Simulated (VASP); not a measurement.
# Br (R-3m) in VASP: relaxation of cell and atoms with PBE

Aim: the relaxation of cell and atoms of Br with PBE.

Program: VASP 6.6.1. These are calculated values, not measurements. Logs are shortened: lines on timing, memory, paths and dates and some standing lists are left out, and cuts for length are marked.

### Step 1. The cell of the first run

The structure is trigonal, space group R-3m (No. 166). Conventional cell: a = 4.033 Å, b = 4.033 Å, c = 18.713 Å, α = 90.00°, β = 90.00°, γ = 120.00°. Within 4.2 Å of Br (site symmetry -3m) lie 14 Br at 3.11 to 4.18 Å. Br (site symmetry 3m) has 13 Br at 3.11 to 4.18 Å within 4.2 Å.

### Step 2. Relaxation of cell and atoms, PBE

INCAR

```
SYSTEM = Br
  ALGO = Normal
  EDIFF = 1E-6
  EDIFFG = -0.01
  ENCUT = 600
  GGA = PE
  IBRION = 2
  ISIF = 3
  ISMEAR = 0
  LASPH = .True.
  LCHARG = .False.
  LREAL = .False.
  LWAVE = .False.
  NELM = 80
  NSW = 100
  PREC = Accurate
  SIGMA = 0.1
```

KPOINTS

```
k-points
0
Gamma
  15 15 15
  0 0 0
```

POSCAR

```
Br
1.0
    2.0166060618      1.1642880526      6.2376088027
   -2.0166060618      1.1642880526      6.2376088027
    0.0000000000     -2.3285761053      6.2376088027
Br
3
Direct
    0.0000000000      0.0000000000      0.0000000000
    0.2232161147      0.2232161147      0.2232161147
    0.7767838853      0.7767838853      0.7767838853
```

Potentials or basis: VASP PAW PBE potentials, release 64 (Br).

Command:

```bash
$ cat potpaw_PBE.64/Br/POTCAR > POTCAR
$ mpirun -np 1 vasp_std > vasp.out
```

OUTCAR:

```text
SYSTEM = Br
   EDIFF = 1E-6
   EDIFFG = -0.01
   ENCUT = 600
   GGA = PE
   IBRION = 2
   ISIF = 3
   ISMEAR = 0
   LASPH = .True.
   LREAL = .False.
   NELM = 80
   NSW = 100
   PREC = Accurate

 ion  position               nearest neighbor table
   1  0.000  0.000  0.000-
   2  0.223  0.223  0.223-
   3  0.777  0.777  0.777-

  LATTYP: Found a trigonal (rhomboedric) cell.
 ALAT       =     6.6580800726
 COS(alpha) =     0.8165261794

  Lattice vectors:

 A1 = (   2.0166060618,   1.1642880526,   6.2376088027)
 A2 = (  -2.0166060618,   1.1642880526,   6.2376088027)
 A3 = (   0.0000000000,  -2.3285761053,   6.2376088027)

Analysis of symmetry for initial positions (statically):
=====================================================================
 Subroutine PRICEL returns:
 Original cell was already a primitive cell.

 Routine SETGRP: Setting up the symmetry group for a
 trigonal (rhombohedral) supercell.

 Subroutine GETGRP returns: Found 12 space group operations
 (whereof 12 operations were pure point group operations)
 out of a pool of 12 trial point group operations.

The static configuration has the point symmetry D_3d.

Analysis of symmetry for dynamics (positions and initial velocities):
=====================================================================
 Subroutine PRICEL returns:
 Original cell was already a primitive cell.

 Routine SETGRP: Setting up the symmetry group for a
 trigonal (rhombohedral) supercell.

 Subroutine GETGRP returns: Found 12 space group operations
 (whereof 12 operations were pure point group operations)
 out of a pool of 12 trial point group operations.

The dynamic configuration has the point symmetry D_3d.

 Subroutine INISYM returns: Found 12 space group operations
 (whereof 12 operations are pure point group operations),
 and found     1 'primitive' translations

----------------------------------------------------------------------------------------

                                     Primitive cell

  volume of cell :      87.8721

  direct lattice vectors                    reciprocal lattice vectors
     2.016606062  1.164288053  6.237608803     0.247941335  0.143148997  0.053439282
    -2.016606062  1.164288053  6.237608803    -0.247941335  0.143148997  0.053439282
     0.000000000 -2.328576105  6.237608803     0.000000000 -0.286297994  0.053439282

  length of vectors
     6.658080073  6.658080073  6.658080073     0.291242679  0.291242679  0.291242679

  position of ions in fractional coordinates (direct lattice)
     0.000000000  0.000000000  0.000000000
     0.223216115  0.223216115  0.223216115
     0.776783885  0.776783885  0.776783885

  ion indices of the primitive-cell ions
   primitive index   ion index
                 1           1
                 2           2
                 3           3

----------------------------------------------------------------------------------------

 KPOINTS: k-points

Automatic generation of k-mesh.
 Grid dimensions read from file:
 generate k-points for:   15   15   15

 Generating k-lattice:

  Cartesian coordinates                     Fractional coordinates (reciprocal lattice)
     0.016529422  0.009543266  0.003562619     0.066666667  0.000000000 -0.000000000
    -0.016529422  0.009543266  0.003562619     0.000000000  0.066666667 -0.000000000
     0.000000000 -0.019086533  0.003562619    -0.000000000 -0.000000000  0.066666667

  Length of vectors
     0.019416179  0.019416179  0.019416179

  Shift w.r.t. Gamma in fractional coordinates (k-lattice)
     0.000000000  0.000000000  0.000000000

 Subroutine IBZKPT returns following result:
 ===========================================

 Found    344 irreducible k-points:

 Following reciprocal coordinates:
            Coordinates               Weight
  0.000000  0.000000  0.000000      1.000000
  0.066667  0.000000 -0.000000      6.000000
  0.133333 -0.000000 -0.000000      6.000000
  0.200000  0.000000 -0.000000      6.000000
  0.266667 -0.000000 -0.000000      6.000000
  0.333333 -0.000000 -0.000000      6.000000
[... 16 lines left out ...]
  0.133333  0.133333 -0.000000      6.000000
  0.200000  0.133333 -0.000000     12.000000
 [... further k-points ...]
   k-points           NKPTS =    344   k-points in BZ     NKDIM =    344   number of bands    NBANDS=     14
   number of dos      NEDOS =    301   number of ions     NIONS =      3
   total plane-waves  NPLWV = 157464
   dimension x,y,z NGX =    54 NGY =   54 NGZ =   54
   dimension x,y,z NGXF=   108 NGYF=  108 NGZF=  108
   ions per type =               3
   NGX,Y,Z   is equivalent  to a cutoff of  13.48, 13.48, 13.48 a.u.
   NGXF,Y,Z  is equivalent  to a cutoff of  26.97, 26.97, 26.97 a.u.
 SYSTEM =  Br
   PREC   = accura    normal or accurate (medium, high low for compatibility)
   ISTART =      0    job   : 0-new  1-cont  2-samecut
   ICHARG =      2    charge: 1-file 2-atom 10-const
   ISPIN  =      1    spin polarized calculation?
   LNONCOLLINEAR =      F non collinear calculations
   LSORBIT =      F    spin-orbit coupling
   LASPH  =      T    aspherical Exc in radial PAW
   ENCUT  =  600.0 eV  44.10 Ry    6.64 a.u.  13.30 13.30 13.30*2*pi/ulx,y,z
   NELM   =     80;   NELMIN=  2; NELMDL= -5     # of ELM steps
   EDIFF  = 0.1E-05   stopping-criterion for ELM
   LREAL  =      F    real-space projection
   EDIFFG = -.1E-01   stopping-criterion for IOM
   NSW    =    100    number of steps for IOM
   IBRION =      2    ionic relax: 0-MD 1-quasi-New 2-CG
   NFREE  =      1    steps in history (QN), initial steepest desc. (CG)
   ISIF   =      3    stress and relaxation
   ISYM   =      2    0-nonsym 1-usesym 2-fastsym
   POTIM  = 0.5000    time-step for ionic-motion
   TEBEG  =    0.0;   TEEND  =   0.0 temperature during run
   PSTRESS=    0.0 pullay stress
   NELECT =      21.0000    total number of electrons
   NUPDOWN=      -1.0000    fix difference up-down
   EMIN   =  10.00;   EMAX   =-10.00  energy-range for DOS
   EFERMI =   0.00;   METHOD = LEGACY
   ISMEAR =     0;   SIGMA  =   0.10  broadening in eV -4-tet -1-fermi 0-gaus
   EFERMI_NEDOS =   21; number of points for ismear=-14 and -15
   IALGO  =     38    algorithm
   IMIX   =      4    mixing-type and parameters
     AMIX     =   0.40;   BMIX     =  1.00
     AMIX_MAG =   1.60;   BMIX_MAG =  1.00
  volume/ion in A,a.u.               =      29.29       197.66
  Fermi-wavevector in a.u.,A,eV,Ry     =   1.015931  1.919832 14.042793  1.032116
  Thomas-Fermi vector in A             =   2.149246
   LORBIT       =      0    0 simple, 1 ext, 2 COOP (PROOUT), +10 PAW based schemes
   GGA     = PE    functional components
   LHFCALC =     F    Hartree Fock is set to
   AEXX    =    0.0000 exact exchange contribution
   IVDW    =     0    specifies the selected vdW correction
   LEPSILON=     F    determine dielectric tensor
   LRPA    =     F    only Hartree local field effects (RPA)
 conjugate gradient relaxation of ions
 non-spin polarized calculation
 Gauss-broadening in eV      SIGMA  =   0.10
  energy-cutoff  :      600.00
  volume of cell :       87.87
 maximum number of plane-waves:      2951
 NGX is ok and might be reduce to    54
   NGX = 27   NGY = 27   NGZ = 27

 number of electron      21.0000000 magnetization

 Free energy of the ion-electron system (eV)
  ---------------------------------------------------
  ext. energy  EPLUGINS =         0.00000000
  ---------------------------------------------------
  free energy    TOTEN  =        -3.45032520 eV

  energy without entropy =       -3.42910463  energy(sigma->0) =       -3.43971491

 E-fermi :   1.0777     XC(G=0):  -8.6785

 val. band max:        1.0769721355   @ k =  -0.2000   0.0667   0.0667
 cond. band min:       1.0779285539   @ k =   0.4000   0.2667   0.0667
 fundamental gap:      0.0009564185
 Fermi energy:         1.0777155436

 k-point     1 :       0.0000    0.0000    0.0000
  band No.  band energies     occupation
      1     -14.4262      2.00000
      2     -12.7758      2.00000
      3     -12.7049      2.00000
      4      -1.9221      2.00000
      5      -1.8497      2.00000
      6      -0.7535      2.00000
      7      -0.7535      2.00000
      8      -0.7490      2.00000
      9      -0.7490      2.00000
     10       0.8192      1.99974
     11       0.8192      1.99974
     12       1.7188      0.00000
     13       7.6493      0.00000
     14       8.9193      0.00000

 k-point     2 :       0.0667    0.0000   -0.0000
  band No.  band energies     occupation
      1     -14.4009      2.00000
      2     -12.8044      2.00000
      3     -12.6797      2.00000
      4      -2.0832      2.00000
      5      -1.9456      2.00000
      6      -0.8381      2.00000
      7      -0.7737      2.00000
      8      -0.7338      2.00000
      9      -0.5044      2.00000
     10       0.7314      2.00000
     11       0.8549      1.99837
     12       1.6512      0.00000
     13       7.8302      0.00000
     14       8.9158      0.00000

 k-point     3 :       0.1333   -0.0000   -0.0000
  band No.  band energies     occupation
      1     -14.3263      2.00000
      2     -12.8485      2.00000
      3     -12.6484      2.00000
      4      -2.3895      2.00000
      5      -2.1833      2.00000
      6      -0.9696      2.00000
      7      -0.7883      2.00000
      8      -0.7179      2.00000
      9      -0.1472      2.00000
     10       0.5258      2.00000
     11       0.9469      1.93561
     12       1.4858      0.00000
     13       8.2934      0.00000
     14       8.9260      0.00000

 k-point     4 :       0.2000    0.0000   -0.0000
  band No.  band energies     occupation
      1     -14.2072      2.00000
      2     -12.8871      2.00000
      3     -12.6395      2.00000
      4      -2.6882      2.00000
      5      -2.4562      2.00000
      6      -1.1144      2.00000
      7      -0.8957      2.00000
      8      -0.7617      2.00000
      9       0.0239      2.00000
     10       0.4700      2.00000
     11       1.0634      1.15999
     12       1.3064      0.00122
     13       8.7782      0.00000
     14       8.8216      0.00000

 k-point     5 :       0.2667   -0.0000   -0.0000
  band No.  band energies     occupation
      1     -14.0521      2.00000
      2     -12.9165      2.00000
      3     -12.6650      2.00000
      4      -2.9390      2.00000
      5      -2.6814      2.00000
      6      -1.2466      2.00000
      7      -1.0286      2.00000
      8      -1.0139      2.00000
      9      -0.0316      2.00000
     10       0.5798      2.00000
     11       1.1763      0.16315
[... 276 lines left out ...]
 k-point    22 :      -0.0667    0.0667    0.0000
  band No.  band energies     occupation
      1     -14.3539      2.00000
      2     -12.7787      2.00000
      3     -12.7109      2.00000
      4      -2.2479      2.00000
      5      -2.1869      2.00000
      6      -0.9205      2.00000
      7      -0.8895      2.00000
      8      -0.4478      2.00000
      9      -0.3975      2.00000
     10       0.6011      2.00000
     11       0.9093      1.98275
     12       1.5312      0.00000
     13       8.1501      0.00000
     14       8.9313      0.00000

 k-point    23 :       0.1333    0.1333   -0.0000
  band No.  band energies     occupation
      1     -14.3139      2.00000
      2     -12.9524      2.00000
      3     -12.5556      2.00000
      4      -2.4059      2.00000
      5      -2.1812      2.00000
      6      -1.1783      2.00000
      7      -0.5432      2.00000
      8      -0.5018      2.00000
      9      -0.3024      2.00000
     10       0.5269      2.00000
     11       0.8727      1.99626
     12       1.4521      0.00000
     13       8.3519      0.00000
     14       8.7414      0.00000

 k-point    24 :       0.2000    0.1333   -0.0000
  band No.  band energies     occupation
      1     -14.2357      2.00000
      2     -12.9943      2.00000
      3     -12.5362      2.00000
      4      -2.5645      2.00000
      5      -2.3811      2.00000
      6      -1.3175      2.00000
      7      -0.6722      2.00000
      8      -0.5042      2.00000
      9       0.0844      2.00000
     10       0.3072      2.00000
     11       0.9269      1.96706
     12       1.3418      0.00019
     13       8.6762      0.00000
     14       8.7862      0.00000

 [... further k-points ...]

------------------------ aborting loop because EDIFF is reached ----------------------------------------

  FORCE on cell =-STRESS in cart. coord.  units (eV):
  Direction    XX          YY          ZZ          XY          YZ          ZX
  --------------------------------------------------------------------------------------
  -------------------------------------------------------------------------------------
  Total       -0.0212869     -0.0212869     -0.0082731      0.0000000      0.0000000      0.0000000
  in kB       -0.3881261     -0.3881261     -0.1508433      0.0000000      0.0000000      0.0000000
  external PRESSURE =      -0.3090319 kB  Pullay stress =       0.0000000 kB

 VOLUME and BASIS-vectors are now :
 -----------------------------------------------------------------------------
  energy-cutoff  :      600.00
  volume of cell :       87.87
      direct lattice vectors                 reciprocal lattice vectors
     2.016606062  1.164288053  6.237608803     0.247941335  0.143148997  0.053439282
    -2.016606062  1.164288053  6.237608803    -0.247941335  0.143148997  0.053439282
     0.000000000 -2.328576105  6.237608803     0.000000000 -0.286297994  0.053439282

 POSITION                                       TOTAL-FORCE (eV/Angst)
 -----------------------------------------------------------------------------------
      0.00000      0.00000      0.00000         0.000000     -0.000000     -0.000000
      0.00000     -0.00000      4.17700        -0.000000     -0.000000      0.006500
      0.00000     -0.00000     14.53582        -0.000000      0.000000     -0.006500
 -----------------------------------------------------------------------------------
    total drift:                               -0.000000      0.000000     -0.000000

  FREE ENERGIE OF THE ION-ELECTRON SYSTEM (eV)
  ---------------------------------------------------
  free  energy   TOTEN  =        -3.4503251953 eV

  energy  without entropy=       -3.4291046286  energy(sigma->0) =       -3.43971491

 reached required accuracy - stopping structural energy minimisation
```

It took 29 min on 1 thread of Intel Xeon 8259CL, shared host; peak memory 0.7 GiB.

Results:

- Free energy: -3.4503 eV
- Pressure after relaxing: 0.0 GPa
- Largest force after relaxing: 0.006 eV/Å
- Band gap on the k mesh: zero (an odd number of electrons rules out a gap without spin polarisation)

Forces in eV/Å, atoms in the order of the input:
```
Br   0.000  0.000  0.000
Br   0.000  0.000  0.006
Br   0.000  0.000 -0.006
```

Final structure:
```xyz
3
Lattice="2.0166 1.1643 6.2376 -2.0166 1.1643 6.2376 0.0000 -2.3286 6.2376" Properties=species:S:1:pos:R:3 pbc="T T T"
Br    0.0000    0.0000    0.0000
Br    0.0000    0.0000    4.1770
Br    0.0000    0.0000   14.5358
```

Caveat: the relaxation stopped at its first step, so nothing moved; an odd number of electrons without spin polarisation forces a metal; a magnetic or distorted state may lie lower.
